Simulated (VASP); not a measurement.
# Ti in VASP: further runs

The runs below take Ti through single point, with PBE.

All numbers are computed with VASP 6.6.1; they aren't measurements. Logs are shortened: lines on timing, memory, paths and dates and some standing lists are left out, and cuts for length are marked.

## (1) The cell of the first run

The cell holds a slab with vacuum, 4 atoms: a = 2.940 Å, b = 2.940 Å, c = 22.972 Å, α = 90.00°, β = 90.00°, γ = 120.00°.

## (2) Single point, PBE

File INCAR:

```
ALGO = Normal
DIPOL = 0.5 0.5 0.500
EDIFF = 1E-6
ENCUT = 520
GGA = PE
IDIPOL = 3
ISIF = 2
ISMEAR = -1
LASPH = True
LCHARG = False
LDIPOL = True
LREAL = False
LWAVE = False
NBANDS = 32
NELM = 80
PREC = Accurate
SIGMA = 0.05
```

File KPOINTS:

```
k-points
0
Gamma
  13 13 1
```

File POSCAR:

```
Ti
1.0
    2.9399472394      0.0000000000      0.0000000000
   -1.4699736197      2.5460689951      0.0000000000
    0.0000000000      0.0000000000     22.9718000000
Ti
4
Direct
    0.8333333330      0.1666666670      0.3482529824
    0.1666666670      0.8333333330      0.4494176610
    0.8333333330      0.1666666670      0.5505823390
    0.1666666670      0.8333333330      0.6517470176
```

Potentials or basis: VASP PAW PBE potentials, release 64 (Ti_sv).

Launch:

```console
$ cat potpaw_PBE.64/Ti_sv/POTCAR > POTCAR
$ mpirun -np 1 vasp_std > vasp.out
```

OUTCAR:

```text
EDIFF = 1E-6
   ENCUT = 520
   GGA = PE
   ISIF = 2
   ISMEAR = -1
   LASPH = True
   LREAL = False
   NELM = 80
   PREC = Accurate

 ion  position               nearest neighbor table
   1  0.833  0.167  0.348-   2 2.88   2 2.88   2 2.88
   2  0.167  0.833  0.449-   3 2.88   3 2.88   3 2.88   1 2.88   1 2.88   1 2.88
   3  0.833  0.167  0.551-   2 2.88   2 2.88   2 2.88   4 2.88   4 2.88   4 2.88
   4  0.167  0.833  0.652-   3 2.88   3 2.88   3 2.88

  LATTYP: Found a hexagonal cell.
 ALAT       =     2.9399472394
 C/A-ratio  =     7.8136776375

  Lattice vectors:

 A1 = (   2.9399472394,   0.0000000000,   0.0000000000)
 A2 = (  -1.4699736197,   2.5460689951,   0.0000000000)
 A3 = (   0.0000000000,   0.0000000000,  22.9718000000)

Analysis of symmetry for initial positions (statically):
=====================================================================
 Subroutine PRICEL returns:
 Original cell was already a primitive cell.

 Routine SETGRP: Setting up the symmetry group for a
 hexagonal supercell.

 Subroutine GETGRP returns: Found 12 space group operations
 (whereof  4 operations were pure point group operations)
 out of a pool of 24 trial point group operations.

The static configuration has the point symmetry C_2h.
 The point group associated with its full space group is D_3d.

Analysis of symmetry for dynamics (positions and initial velocities):
=====================================================================
 Subroutine PRICEL returns:
 Original cell was already a primitive cell.

 Routine SETGRP: Setting up the symmetry group for a
 hexagonal supercell.

 Subroutine GETGRP returns: Found 12 space group operations
 (whereof  4 operations were pure point group operations)
 out of a pool of 24 trial point group operations.

The dynamic configuration has the point symmetry C_2h.
 The point group associated with its full space group is D_3d.

 Subroutine INISYM returns: Found 12 space group operations
 (whereof  4 operations are pure point group operations),
 and found     1 'primitive' translations

----------------------------------------------------------------------------------------

                                     Primitive cell

  volume of cell :     171.9510

  direct lattice vectors                    reciprocal lattice vectors
     2.939947239  0.000000000  0.000000000     0.340142159  0.196381167  0.000000000
    -1.469973620  2.546068995  0.000000000     0.000000000  0.392762334  0.000000000
     0.000000000  0.000000000 22.971800000     0.000000000  0.000000000  0.043531634

  length of vectors
     2.939947239  2.939947239 22.971800000     0.392762334  0.392762334  0.043531634

  position of ions in fractional coordinates (direct lattice)
     0.833333333  0.166666667  0.348252982
     0.166666667  0.833333333  0.449417661
     0.833333333  0.166666667  0.550582339
     0.166666667  0.833333333  0.651747018

  ion indices of the primitive-cell ions
   primitive index   ion index
                 1           1
                 2           2
                 3           3
                 4           4

----------------------------------------------------------------------------------------

 KPOINTS: k-points

Automatic generation of k-mesh.
 Grid dimensions read from file:
 generate k-points for:   13   13    1

 Generating k-lattice:

  Cartesian coordinates                     Fractional coordinates (reciprocal lattice)
     0.026164781  0.015106244  0.000000000     0.076923077  0.000000000  0.000000000
     0.000000000  0.030212487  0.000000000     0.000000000  0.076923077  0.000000000
     0.000000000  0.000000000  0.043531634     0.000000000  0.000000000  1.000000000

  Length of vectors
     0.030212487  0.030212487  0.043531634

  Shift w.r.t. Gamma in fractional coordinates (k-lattice)
     0.000000000  0.000000000  0.000000000

 Subroutine IBZKPT returns following result:
 ===========================================

 Found     21 irreducible k-points:

 Following reciprocal coordinates:
            Coordinates               Weight
  0.000000  0.000000  0.000000      1.000000
  0.076923  0.000000  0.000000      6.000000
  0.153846  0.000000  0.000000      6.000000
  0.230769  0.000000  0.000000      6.000000
  0.307692  0.000000  0.000000      6.000000
  0.384615  0.000000  0.000000      6.000000
[... 13 lines left out ...]
  0.384615  0.230769  0.000000      6.000000
  0.307692  0.307692  0.000000      6.000000
   k-points           NKPTS =     21   k-points in BZ     NKDIM =     21   number of bands    NBANDS=     32
   number of dos      NEDOS =    301   number of ions     NIONS =      4
   total plane-waves  NPLWV = 103680
   dimension x,y,z NGX =    24 NGY =   24 NGZ =  180
   dimension x,y,z NGXF=    48 NGYF=   48 NGZF=  360
   ions per type =               4
   NGX,Y,Z   is equivalent  to a cutoff of  13.57, 13.57, 13.03 a.u.
   NGXF,Y,Z  is equivalent  to a cutoff of  27.14, 27.14, 26.05 a.u.
 SYSTEM =  unknown system
   PREC   = accura    normal or accurate (medium, high low for compatibility)
   ISTART =      0    job   : 0-new  1-cont  2-samecut
   ICHARG =      2    charge: 1-file 2-atom 10-const
   ISPIN  =      1    spin polarized calculation?
   LNONCOLLINEAR =      F non collinear calculations
   LSORBIT =      F    spin-orbit coupling
   LASPH  =      T    aspherical Exc in radial PAW
   ENCUT  =  520.0 eV  38.22 Ry    6.18 a.u.   5.47  5.47 42.71*2*pi/ulx,y,z
   NELM   =     80;   NELMIN=  2; NELMDL= -5     # of ELM steps
   EDIFF  = 0.1E-05   stopping-criterion for ELM
   LREAL  =      F    real-space projection
   EDIFFG = 0.1E-04   stopping-criterion for IOM
   NSW    =      0    number of steps for IOM
   IBRION =     -1    ionic relax: 0-MD 1-quasi-New 2-CG
   NFREE  =      0    steps in history (QN), initial steepest desc. (CG)
   ISIF   =      2    stress and relaxation
   ISYM   =      2    0-nonsym 1-usesym 2-fastsym
   POTIM  = 0.5000    time-step for ionic-motion
   TEBEG  =    0.0;   TEEND  =   0.0 temperature during run
   PSTRESS=    0.0 pullay stress
   NELECT =      48.0000    total number of electrons
   NUPDOWN=      -1.0000    fix difference up-down
   EMIN   =  10.00;   EMAX   =-10.00  energy-range for DOS
   EFERMI =   0.00;   METHOD = LEGACY
   ISMEAR =    -1;   SIGMA  =   0.05  broadening in eV -4-tet -1-fermi 0-gaus
   EFERMI_NEDOS =   21; number of points for ismear=-14 and -15
   IALGO  =     38    algorithm
   IMIX   =      4    mixing-type and parameters
     AMIX     =   0.40;   BMIX     =  1.00
     AMIX_MAG =   1.60;   BMIX_MAG =  1.00
  volume/ion in A,a.u.               =      42.99       290.10
  Fermi-wavevector in a.u.,A,eV,Ry     =   1.069926  2.021867 15.575150  1.144741
  Thomas-Fermi vector in A             =   2.205620
   LORBIT       =      0    0 simple, 1 ext, 2 COOP (PROOUT), +10 PAW based schemes
   GGA     = PE    functional components
   LHFCALC =     F    Hartree Fock is set to
   AEXX    =    0.0000 exact exchange contribution
   IVDW    =     0    specifies the selected vdW correction
   LEPSILON=     F    determine dielectric tensor
   LRPA    =     F    only Hartree local field effects (RPA)
 non-spin polarized calculation
  energy-cutoff  :      520.00
  volume of cell :      171.95
 maximum number of plane-waves:      4705
 NGX is ok and might be reduce to    24
   NGX = 11   NGY = 11   NGZ = 85

 dipolmoment           0.000000      0.000000      0.000000 electrons x Angstroem

 number of electron      47.9999992 magnetization

 dipolmoment           0.000000      0.000000     -0.000000 electrons x Angstroem

 Free energy of the ion-electron system (eV)
  ---------------------------------------------------
  ext. energy  EPLUGINS =         0.00000000
  ---------------------------------------------------
  free energy    TOTEN  =       -29.42859638 eV

  energy without entropy =      -29.35497479  energy(sigma->0) =      -29.39178558

 E-fermi :   0.8620     XC(G=0):  -5.5682

 val. band max:        0.8324204465   @ k =   0.0769   0.0000   0.0000
 cond. band min:       0.8629451900   @ k =   0.0000   0.0000   0.0000
 fundamental gap:      0.0305247435
 Fermi energy:         0.8619958479

 k-point     1 :       0.0000    0.0000    0.0000
  band No.  band energies     occupation
      1     -56.1074      2.00000
      2     -56.1062      2.00000
      3     -55.8897      2.00000
      4     -55.8223      2.00000
      5     -32.5566      2.00000
      6     -32.4905      2.00000
[... 24 lines left out ...]
     31       1.7099      0.00000
     32       1.9963      0.00000

 k-point     2 :       0.0769    0.0000    0.0000
  band No.  band energies     occupation
      1     -56.1032      2.00000
      2     -56.1020      2.00000
      3     -55.8851      2.00000
      4     -55.8194      2.00000
      5     -32.5474      2.00000
      6     -32.4862      2.00000
[... 24 lines left out ...]
     31       1.8081      0.00000
     32       1.9799      0.00000

 k-point     3 :       0.1538    0.0000    0.0000
  band No.  band energies     occupation
      1     -56.0914      2.00000
      2     -56.0905      2.00000
      3     -55.8721      2.00000
      4     -55.8114      2.00000
      5     -32.5221      2.00000
      6     -32.4748      2.00000
[... 24 lines left out ...]
     31       2.0172      0.00000
     32       2.1010      0.00000

 k-point     4 :       0.2308    0.0000    0.0000
  band No.  band energies     occupation
      1     -56.0747      2.00000
      2     -56.0741      2.00000
      3     -55.8534      2.00000
      4     -55.8005      2.00000
      5     -32.4868      2.00000
      6     -32.4614      2.00000
[... 24 lines left out ...]
     31       2.3290      0.00000
     32       2.5304      0.00000

 k-point     5 :       0.3077    0.0000    0.0000
  band No.  band energies     occupation
      1     -56.0569      2.00000
      2     -56.0566      2.00000
      3     -55.8326      2.00000
      4     -55.7898      2.00000
      5     -32.4576      2.00000
      6     -32.4530      2.00000
[... 479 lines left out ...]
     31       2.6812      0.00000
     32       2.9544      0.00000

 k-point    19 :       0.3077    0.2308    0.0000
  band No.  band energies     occupation
      1     -56.0290      2.00000
      2     -56.0290      2.00000
      3     -55.7950      2.00000
      4     -55.7776      2.00000
      5     -32.4592      2.00000
      6     -32.4528      2.00000
[... 24 lines left out ...]
     31       2.7039      0.00000
     32       3.2008      0.00000

 k-point    20 :       0.3846    0.2308    0.0000
  band No.  band energies     occupation
      1     -56.0258      2.00000
      2     -56.0258      2.00000
      3     -55.7890      2.00000
      4     -55.7778      2.00000
      5     -32.4629      2.00000
      6     -32.4545      2.00000
[... 24 lines left out ...]
     31       2.7552      0.00000
     32       3.3947      0.00000

 k-point    21 :       0.3077    0.3077    0.0000
  band No.  band energies     occupation
      1     -56.0243      2.00000
      2     -56.0243      2.00000
      3     -55.7853      2.00000
      4     -55.7788      2.00000
      5     -32.4310      2.00000
      6     -32.4255      2.00000
[... 24 lines left out ...]
     31       2.7239      0.00000
     32       3.3104      0.00000

------------------------ aborting loop because EDIFF is reached ----------------------------------------

 vacuum level on the upper side and lower side of the slab       (xc-potential included)        -0.162        -0.162

  FORCE on cell =-STRESS in cart. coord.  units (eV):
  Direction    XX          YY          ZZ          XY          YZ          ZX
  --------------------------------------------------------------------------------------
  -------------------------------------------------------------------------------------
  Total       -1.6973095     -1.6973095     -2.0677748      0.0000000      0.0000000     -0.0000000
  in kB      -15.8149166    -15.8149166    -19.2667780      0.0000000      0.0000000     -0.0000000
  external PRESSURE =     -16.9655371 kB  Pullay stress =       0.0000000 kB

 VOLUME and BASIS-vectors are now :
 -----------------------------------------------------------------------------
  energy-cutoff  :      520.00
  volume of cell :      171.95
      direct lattice vectors                 reciprocal lattice vectors
     2.939947239  0.000000000  0.000000000     0.340142159  0.196381167  0.000000000
    -1.469973620  2.546068995  0.000000000     0.000000000  0.392762334  0.000000000
     0.000000000  0.000000000 22.971800000     0.000000000  0.000000000  0.043531634

 POSITION                                       TOTAL-FORCE (eV/Angst)
 -----------------------------------------------------------------------------------
      2.20496      0.42434      8.00000         0.000000      0.000000      0.525313
     -0.73499      2.12172     10.32393        -0.000000     -0.000000     -0.694836
      2.20496      0.42434     12.64787         0.000000     -0.000000      0.694836
     -0.73499      2.12172     14.97180        -0.000000     -0.000000     -0.525313
 -----------------------------------------------------------------------------------
    total drift:                               -0.000011      0.000007     -0.000000

  FREE ENERGIE OF THE ION-ELECTRON SYSTEM (eV)
  ---------------------------------------------------
  free  energy   TOTEN  =       -29.4285963753 eV

  energy  without entropy=      -29.3549747857  energy(sigma->0) =      -29.39178558

 vacuum level on the upper side and lower side of the slab         5.177         5.177
```

Wall time 6.5 min (1 thread of Intel Xeon 8259CL, shared host); peak memory 0.35 GiB.

What came out:

```yaml
Free_energy: -29.4286 eV
Largest_force: 0.695 eV/Å
Band_gap_on_the_k_mesh: zero (bands 24 and 25 overlap by 0.99 eV)
```

Forces in eV/Å, atoms in the order of the input:
```
Ti   0.000  0.000  0.525
Ti   0.000  0.000 -0.695
Ti   0.000  0.000  0.695
Ti   0.000  0.000 -0.525
```

Levels at points of the mesh, in eV from the Fermi level:
| k point | band 21 | band 22 | band 23 | band 24 | band 25 | band 26 | band 27 | band 28 |
| --- | --- | --- | --- | --- | --- | --- | --- | --- |
| (0.00, 0.00, 0.00) | -0.14 | 0.00 | 0.34 | 0.60 | 0.70 | 0.70 | 0.75 | 0.75 |

## (3) Single point, PBE

File INCAR:

```
SYSTEM = Ti
ALGO = Normal
DIPOL = 0.5 0.5 0.500
EDIFF = 1E-6
ENCUT = 520
GGA = PE
IDIPOL = 3
ISIF = 2
ISMEAR = -1
LASPH = .True.
LCHARG = .False.
LDIPOL = .True.
LREAL = .False.
LWAVE = .False.
NBANDS = 32
NELM = 80
PREC = Accurate
SIGMA = 0.05
```

File KPOINTS:

```
k-points
0
Gamma
  13 13 1
  0 0 0
```

File POSCAR:

```
Ti
1.0
    2.9399472394      0.0000000000      0.0000000000
   -1.4699736197      2.5460689951      0.0000000000
    0.0000000000      0.0000000000     22.9718000000
Ti
4
Direct
    0.8333333333      0.1666666667      0.3532811936
    0.1666666667      0.8333333333      0.4467385393
    0.8333333333      0.1666666667      0.5532614607
    0.1666666667      0.8333333333      0.6467188065
```

Potentials or basis: VASP PAW PBE potentials, release 64 (Ti_sv).

Launch:

```console
$ cat potpaw_PBE.64/Ti_sv/POTCAR > POTCAR
$ mpirun -np 1 vasp_std > vasp.out
```

It took 7 min on 1 thread of Intel Xeon 8259CL, shared host; peak memory 0.34 GiB.

It converged, with:

```yaml
Free_energy: -29.5475 eV
Largest_force: 0.013 eV/Å
Band_gap_on_the_k_mesh: zero (bands 24 and 25 overlap by 1.00 eV)
```

Forces on the atoms (eV/Å):
```
Ti   0.000  0.000  0.013
Ti   0.000  0.000 -0.002
Ti   0.000  0.000  0.002
Ti   0.000  0.000 -0.013
```

Levels at points of the mesh, in eV from the Fermi level:
```csv
k point,band 20,band 21,band 22,band 23,band 24,band 25,band 26,band 27,band 28,band 29
"(0.00, 0.00, 0.00)",-2.85,-0.35,-0.03,0.45,0.60,0.60,0.66,0.66,0.75,0.75
```
